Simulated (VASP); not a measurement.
# CoO (P6_3/mmc) in VASP: further runs

CoO is run at these levels: PBEsol; tasks: single point.

Everything below comes from runs of VASP 6.6.1. Logs are shortened: lines on timing, memory, paths and dates and some standing lists are left out, and cuts for length are marked.

### 1 The cell of the first run

The structure is hexagonal, space group P6_3/mmc (No. 194). The conventional cell has a = 2.813 Å, b = 2.813 Å, c = 4.850 Å, α = 90.00°, β = 90.00°, γ = 120.00°. Co (site symmetry -3m) has 6 O at 2.03 Å and 2 Co at 2.42 Å within 2.7 Å. Within 2.7 Å of O (site symmetry -6m2) lie 6 Co at 2.03 Å.

### 2 Single point, PBEsol

INCAR

```
SYSTEM = CoO
  ALGO = Normal
  EDIFF = 1E-7
  ENCUT = 520
  GGA = PS
  ISIF = 2
  ISMEAR = 0
  LASPH = .True.
  LCHARG = .False.
  LREAL = .False.
  LWAVE = .False.
  NBANDS = 23
  NELM = 100
  PREC = Accurate
  SIGMA = 0.1
```

KPOINTS

```
k-points
0
Gamma
  18 18 10
  0 0 0
```

POSCAR

```
CoO
1.0
    2.8133306830      0.0000000000      0.0000000000
   -1.4066653415      2.4364158407      0.0000000000
    0.0000000000      0.0000000000      4.8496257328
Co O
2 2
Direct
    0.0000000000      0.0000000000      0.0000000000
    0.0000000000      0.0000000000      0.5000000000
    0.3333333333      0.6666666667      0.2500000000
    0.6666666667      0.3333333333      0.7500000000
```

Potentials or basis: VASP PAW PBE potentials, release 64 (Co, O).

On the command line:

```console
$ cat potpaw_PBE.64/Co/POTCAR potpaw_PBE.64/O/POTCAR > POTCAR
$ mpirun -np 1 vasp_std > vasp.out
```

OUTCAR:

```text
SYSTEM = CoO
   EDIFF = 1E-7
   ENCUT = 520
   GGA = PS
   ISIF = 2
   ISMEAR = 0
   LASPH = .True.
   LREAL = .False.
   NELM = 100
   PREC = Accurate

 ion  position               nearest neighbor table
   1  0.000  0.000  0.000-   3 2.03   4 2.03   3 2.03   4 2.03   4 2.03   3 2.03   2 2.42   2 2.42

   2  0.000  0.000  0.500-   3 2.03   4 2.03   3 2.03   4 2.03   4 2.03   3 2.03   1 2.42   1 2.42

   3  0.333  0.667  0.250-   1 2.03   2 2.03   1 2.03   2 2.03   1 2.03   2 2.03
   4  0.667  0.333  0.750-   1 2.03   2 2.03   1 2.03   2 2.03   1 2.03   2 2.03

  LATTYP: Found a hexagonal cell.
 ALAT       =     2.8133306830
 C/A-ratio  =     1.7238022399

  Lattice vectors:

 A1 = (   2.8133306830,   0.0000000000,   0.0000000000)
 A2 = (  -1.4066653415,   2.4364158407,   0.0000000000)
 A3 = (   0.0000000000,   0.0000000000,   4.8496257328)

Analysis of symmetry for initial positions (statically):
=====================================================================
 Subroutine PRICEL returns:
 Original cell was already a primitive cell.

 Routine SETGRP: Setting up the symmetry group for a
 hexagonal supercell.

 Subroutine GETGRP returns: Found 24 space group operations
 (whereof 12 operations were pure point group operations)
 out of a pool of 24 trial point group operations.

The static configuration has the point symmetry D_3d.
 The point group associated with its full space group is D_6h.

Analysis of symmetry for dynamics (positions and initial velocities):
=====================================================================
 Subroutine PRICEL returns:
 Original cell was already a primitive cell.

 Routine SETGRP: Setting up the symmetry group for a
 hexagonal supercell.

 Subroutine GETGRP returns: Found 24 space group operations
 (whereof 12 operations were pure point group operations)
 out of a pool of 24 trial point group operations.

The dynamic configuration has the point symmetry D_3d.
 The point group associated with its full space group is D_6h.

 Subroutine INISYM returns: Found 24 space group operations
 (whereof 12 operations are pure point group operations),
 and found     1 'primitive' translations

----------------------------------------------------------------------------------------

                                     Primitive cell

  volume of cell :      33.2415

  direct lattice vectors                    reciprocal lattice vectors
     2.813330683  0.000000000  0.000000000     0.355450572  0.205219483  0.000000000
    -1.406665342  2.436415841  0.000000000     0.000000000  0.410438967  0.000000000
     0.000000000  0.000000000  4.849625733     0.000000000  0.000000000  0.206201479

  length of vectors
     2.813330683  2.813330683  4.849625733     0.410438967  0.410438967  0.206201479

  position of ions in fractional coordinates (direct lattice)
     0.000000000  0.000000000  0.000000000
     0.000000000  0.000000000  0.500000000
     0.333333333  0.666666667  0.250000000
     0.666666667  0.333333333  0.750000000

  ion indices of the primitive-cell ions
   primitive index   ion index
                 1           1
                 2           2
                 3           3
                 4           4

----------------------------------------------------------------------------------------

 KPOINTS: k-points

Automatic generation of k-mesh.
 Grid dimensions read from file:
 generate k-points for:   18   18   10

 Generating k-lattice:

  Cartesian coordinates                     Fractional coordinates (reciprocal lattice)
     0.019747254  0.011401082  0.000000000     0.055555556  0.000000000  0.000000000
     0.000000000  0.022802165  0.000000000     0.000000000  0.055555556  0.000000000
     0.000000000  0.000000000  0.020620148     0.000000000  0.000000000  0.100000000

  Length of vectors
     0.022802165  0.022802165  0.020620148

  Shift w.r.t. Gamma in fractional coordinates (k-lattice)
     0.000000000  0.000000000  0.000000000

 Subroutine IBZKPT returns following result:
 ===========================================

 Found    222 irreducible k-points:

 Following reciprocal coordinates:
            Coordinates               Weight
  0.000000  0.000000  0.000000      1.000000
  0.055556  0.000000  0.000000      6.000000
  0.111111  0.000000  0.000000      6.000000
  0.166667  0.000000  0.000000      6.000000
  0.222222  0.000000  0.000000      6.000000
  0.277778  0.000000  0.000000      6.000000
[... 16 lines left out ...]
  0.333333  0.111111  0.000000     12.000000
  0.388889  0.111111  0.000000     12.000000
 [... further k-points ...]
   k-points           NKPTS =    222   k-points in BZ     NKDIM =    222   number of bands    NBANDS=     23
   number of dos      NEDOS =    301   number of ions     NIONS =      4
   total plane-waves  NPLWV =  20736
   dimension x,y,z NGX =    24 NGY =   24 NGZ =   36
   dimension x,y,z NGXF=    48 NGYF=   48 NGZF=   72
   ions per type =               2   2
   NGX,Y,Z   is equivalent  to a cutoff of  14.18, 14.18, 12.34 a.u.
   NGXF,Y,Z  is equivalent  to a cutoff of  28.36, 28.36, 24.68 a.u.
 SYSTEM =  CoO
   PREC   = accura    normal or accurate (medium, high low for compatibility)
   ISTART =      0    job   : 0-new  1-cont  2-samecut
   ICHARG =      2    charge: 1-file 2-atom 10-const
   ISPIN  =      1    spin polarized calculation?
   LNONCOLLINEAR =      F non collinear calculations
   LSORBIT =      F    spin-orbit coupling
   LASPH  =      T    aspherical Exc in radial PAW
   ENCUT  =  520.0 eV  38.22 Ry    6.18 a.u.   5.23  5.23  9.02*2*pi/ulx,y,z
   NELM   =    100;   NELMIN=  2; NELMDL= -5     # of ELM steps
   EDIFF  = 0.1E-06   stopping-criterion for ELM
   LREAL  =      F    real-space projection
   EDIFFG = 0.1E-05   stopping-criterion for IOM
   NSW    =      0    number of steps for IOM
   IBRION =     -1    ionic relax: 0-MD 1-quasi-New 2-CG
   NFREE  =      0    steps in history (QN), initial steepest desc. (CG)
   ISIF   =      2    stress and relaxation
   ISYM   =      2    0-nonsym 1-usesym 2-fastsym
   POTIM  = 0.5000    time-step for ionic-motion
   TEBEG  =    0.0;   TEEND  =   0.0 temperature during run
   PSTRESS=    0.0 pullay stress
   NELECT =      30.0000    total number of electrons
   NUPDOWN=      -1.0000    fix difference up-down
   EMIN   =  10.00;   EMAX   =-10.00  energy-range for DOS
   EFERMI =   0.00;   METHOD = LEGACY
   ISMEAR =     0;   SIGMA  =   0.10  broadening in eV -4-tet -1-fermi 0-gaus
   EFERMI_NEDOS =   21; number of points for ismear=-14 and -15
   IALGO  =     38    algorithm
   IMIX   =      4    mixing-type and parameters
     AMIX     =   0.40;   BMIX     =  1.00
     AMIX_MAG =   1.60;   BMIX_MAG =  1.00
  volume/ion in A,a.u.               =       8.31        56.08
  Fermi-wavevector in a.u.,A,eV,Ry     =   1.582056  2.989652 34.054026  2.502900
  Thomas-Fermi vector in A             =   2.682037
   LORBIT       =      0    0 simple, 1 ext, 2 COOP (PROOUT), +10 PAW based schemes
   GGA     = PS    functional components
   LHFCALC =     F    Hartree Fock is set to
   AEXX    =    0.0000 exact exchange contribution
   IVDW    =     0    specifies the selected vdW correction
   LEPSILON=     F    determine dielectric tensor
   LRPA    =     F    only Hartree local field effects (RPA)
 non-spin polarized calculation
 Gauss-broadening in eV      SIGMA  =   0.10
  energy-cutoff  :      520.00
  volume of cell :       33.24
 maximum number of plane-waves:       920
 NGX is ok and might be reduce to    24
   NGX = 11   NGY = 11   NGZ = 19

 number of electron      29.9999986 magnetization

 Free energy of the ion-electron system (eV)
  ---------------------------------------------------
  ext. energy  EPLUGINS =         0.00000000
  ---------------------------------------------------
  free energy    TOTEN  =       -27.76236147 eV

  energy without entropy =      -27.72791673  energy(sigma->0) =      -27.74513910

 E-fermi :   9.9317     XC(G=0): -13.5459

 val. band max:        9.9294852608   @ k =   0.3333   0.0000   0.2000
 cond. band min:       9.9317730749   @ k =   0.2778   0.2222   0.4000
 fundamental gap:      0.0022878141
 Fermi energy:         9.9317363585

 k-point     1 :       0.0000    0.0000    0.0000
  band No.  band energies     occupation
      1     -11.9075      2.00000
      2     -10.4376      2.00000
      3       0.3406      2.00000
      4       3.5391      2.00000
      5       3.5391      2.00000
      6       5.5379      2.00000
[... 15 lines left out ...]
     22      25.6903      0.00000
     23      25.6903      0.00000

 k-point     2 :       0.0556    0.0000    0.0000
  band No.  band energies     occupation
      1     -11.8693      2.00000
      2     -10.4290      2.00000
      3       0.3997      2.00000
      4       3.4991      2.00000
      5       3.5432      2.00000
      6       5.4122      2.00000
[... 15 lines left out ...]
     22      25.3408      0.00000
     23      25.7863      0.00000

 k-point     3 :       0.1111    0.0000    0.0000
  band No.  band energies     occupation
      1     -11.7572      2.00000
      2     -10.4041      2.00000
      3       0.5730      2.00000
      4       3.3843      2.00000
      5       3.5525      2.00000
      6       4.9086      2.00000
[... 15 lines left out ...]
     22      24.4994      0.00000
     23      26.0583      0.00000

 k-point     4 :       0.1667    0.0000    0.0000
  band No.  band energies     occupation
      1     -11.5792      2.00000
      2     -10.3659      2.00000
      3       0.8493      2.00000
      4       3.2092      2.00000
      5       3.5583      2.00000
      6       4.0684      2.00000
[... 15 lines left out ...]
     22      23.4715      0.00000
     23      26.0746      0.00000

 k-point     5 :       0.2222    0.0000    0.0000
  band No.  band energies     occupation
      1     -11.3496      2.00000
      2     -10.3190      2.00000
      3       1.2081      2.00000
      4       2.9649      2.00000
      5       3.2333      2.00000
      6       3.5477      2.00000
[... 15 lines left out ...]
     22      22.4447      0.00000
     23      25.0925      0.00000

 k-point     6 :       0.2778    0.0000    0.0000
  band No.  band energies     occupation
      1     -11.0888      2.00000
      2     -10.2703      2.00000
      3       1.6182      2.00000
      4       2.3134      2.00000
      5       2.8474      2.00000
      6       3.5103      2.00000
[... 15 lines left out ...]
     22      21.5497      0.00000
     23      23.7587      0.00000

 k-point     7 :       0.3333    0.0000    0.0000
  band No.  band energies     occupation
      1     -10.8233      2.00000
      2     -10.2281      2.00000
      3       1.5958      2.00000
      4       2.0349      2.00000
      5       2.6557      2.00000
      6       3.4478      2.00000
[... 353 lines left out ...]
     22      22.3966      0.00000
     23      24.1045      0.00000

 k-point    21 :       0.2222    0.1111    0.0000
  band No.  band energies     occupation
      1     -11.0079      2.00000
      2     -10.2541      2.00000
      3       1.7491      2.00000
      4       2.2672      2.00000
      5       2.7647      2.00000
      6       3.5301      2.00000
[... 15 lines left out ...]
     22      21.6124      0.00000
     23      23.4642      0.00000

 k-point    22 :       0.2778    0.1111    0.0000
  band No.  band energies     occupation
      1     -10.7553      2.00000
      2     -10.2134      2.00000
      3       1.6405      2.00000
      4       2.1490      2.00000
      5       2.5590      2.00000
      6       3.4649      2.00000
[... 15 lines left out ...]
     22      21.0465      0.00000
     23      22.5982      0.00000

 k-point    23 :       0.3333    0.1111    0.0000
  band No.  band energies     occupation
      1     -10.5292      2.00000
      2     -10.1876      2.00000
      3       1.1328      2.00000
      4       2.3910      2.00000
      5       2.4970      2.00000
      6       3.4299      2.00000
[... 15 lines left out ...]
     22      21.2578      0.00000
     23      21.5551      0.00000

 k-point    24 :       0.3889    0.1111    0.0000
  band No.  band energies     occupation
      1     -10.3577      2.00000
      2     -10.1872      2.00000
      3       0.8027      2.00000
      4       2.2832      2.00000
      5       2.7289      2.00000
      6       3.3257      2.00000
[... 15 lines left out ...]
     22      20.7821      0.00000
     23      21.6983      0.00000

 [... further k-points ...]

------------------------ aborting loop because EDIFF is reached ----------------------------------------

  FORCE on cell =-STRESS in cart. coord.  units (eV):
  Direction    XX          YY          ZZ          XY          YZ          ZX
  --------------------------------------------------------------------------------------
  -------------------------------------------------------------------------------------
  Total       -0.0205028     -0.0205028     -0.0055683     -0.0000000     -0.0000000      0.0000000
  in kB       -0.9881950     -0.9881950     -0.2683798     -0.0000000     -0.0000000      0.0000000
  external PRESSURE =      -0.7482566 kB  Pullay stress =       0.0000000 kB

 VOLUME and BASIS-vectors are now :
 -----------------------------------------------------------------------------
  energy-cutoff  :      520.00
  volume of cell :       33.24
      direct lattice vectors                 reciprocal lattice vectors
     2.813330683  0.000000000  0.000000000     0.355450572  0.205219483  0.000000000
    -1.406665342  2.436415841  0.000000000     0.000000000  0.410438967  0.000000000
     0.000000000  0.000000000  4.849625733     0.000000000  0.000000000  0.206201479

 POSITION                                       TOTAL-FORCE (eV/Angst)
 -----------------------------------------------------------------------------------
      0.00000      0.00000      0.00000         0.000000      0.000000      0.000000
      0.00000      0.00000      2.42481         0.000000      0.000000      0.000000
     -0.00000      1.62428      1.21241        -0.000000      0.000000      0.000000
      1.40667      0.81214      3.63722         0.000000     -0.000000     -0.000000
 -----------------------------------------------------------------------------------
    total drift:                               -0.000000      0.000000      0.000000

  FREE ENERGIE OF THE ION-ELECTRON SYSTEM (eV)
  ---------------------------------------------------
  free  energy   TOTEN  =       -27.7623614698 eV

  energy  without entropy=      -27.7279167251  energy(sigma->0) =      -27.74513910
```

Wall time 2.1 min (1 thread of Intel Xeon Platinum 8259CL at 2.50GHz (Skylake/Cascade Lake), shared host); peak memory 0.26 GiB.

Results:

```yaml
Free_energy: -27.7624 eV
Pressure: -0.1 GPa
Band_gap_on_the_k_mesh: zero (band 15 reaches 10.38 eV, above the bottom of band 16 at 9.52 eV)
```

Caveat: the PAW data sets were made with another functional, which shifts forces and pressure a little; the run has no spin polarisation, though such a crystal can be magnetic; semilocal functionals often make such compounds metallic where correlation or magnetic order opens a gap, which also shifts bond lengths. Spin polarisation is off, so any magnetic state and its effect on volume and gap are missing.

### 3 Single point, PBEsol

This run uses another cell than the first one, of 9.04 Å³/atom, 1.088 times its volume.

INCAR

```
SYSTEM = CoO
  PREC = Accurate
  ENCUT = 520
  EDIFF = 1E-6
  ISMEAR = 0
  SIGMA = 0.1
  LREAL = .FALSE.
  LASPH = .TRUE.
  NELM = 60
  ALGO = Normal
  ISIF = 2
  LWAVE = .FALSE.
  LCHARG = .FALSE.
  GGA = PS
  NBANDS = 23
```

KPOINTS

```
regular mesh
0
G
  18 18 10
  0 0 0
```

POSCAR

```
CoO
1.0
    2.8512137775      0.0000000000      0.0000000000
   -1.4256068887      2.4692235630      0.0000000000
    0.0000000000      0.0000000000      5.1351941222
Co O
2 2
Direct
    0.0000000000      0.0000000000      0.0000000000
    0.0000000000      0.0000000000      0.5000000000
    0.3333333333      0.6666666667      0.2500000000
    0.6666666667      0.3333333333      0.7500000000
```

Potentials or basis: VASP PAW PBE potentials, release 64 (Co, O).

On the command line:

```console
$ cat potpaw_PBE.64/Co/POTCAR potpaw_PBE.64/O/POTCAR > POTCAR
$ mpirun -np 1 vasp_std > vasp.out
```

Run time: 2.4 min. Hardware: 1 thread of Intel Xeon Platinum 8259CL at 2.50GHz (Skylake/Cascade Lake), shared host; peak memory 0.28 GiB.

The run converged. Its results:

```yaml
Free_energy: -27.5398 eV
Pressure: -19.3 GPa
Band_gap_on_the_k_mesh: zero (band 15 reaches 8.98 eV, above the bottom of band 16 at 8.18 eV)
```

Stress tensor (GPa, compression positive):
```
-16.14   0.00   0.00
  0.00 -16.14   0.00
  0.00   0.00 -25.65
```

Levels at points of the mesh, in eV from the Fermi level:
```tsv
k point	band 13	band 14	band 15	band 16	band 17	band 18
(0.00, 0.00, 0.00)	-1.40	-0.53	-0.53	0.05	1.29	1.29
(0.50, 0.00, 0.00)	-0.34	-0.16	-0.07	0.05	1.38	1.51
(0.00, 0.00, 0.50)	-1.11	-1.11	0.32	0.32	0.32	0.32
(0.50, 0.00, 0.50)	-0.26	-0.26	0.35	0.35	0.63	0.63
```

Caveat: the PAW data sets were made with another functional, which shifts forces and pressure a little; the run has no spin polarisation, though such a crystal can be magnetic; semilocal functionals often make such compounds metallic where correlation or magnetic order opens a gap, which also shifts bond lengths.
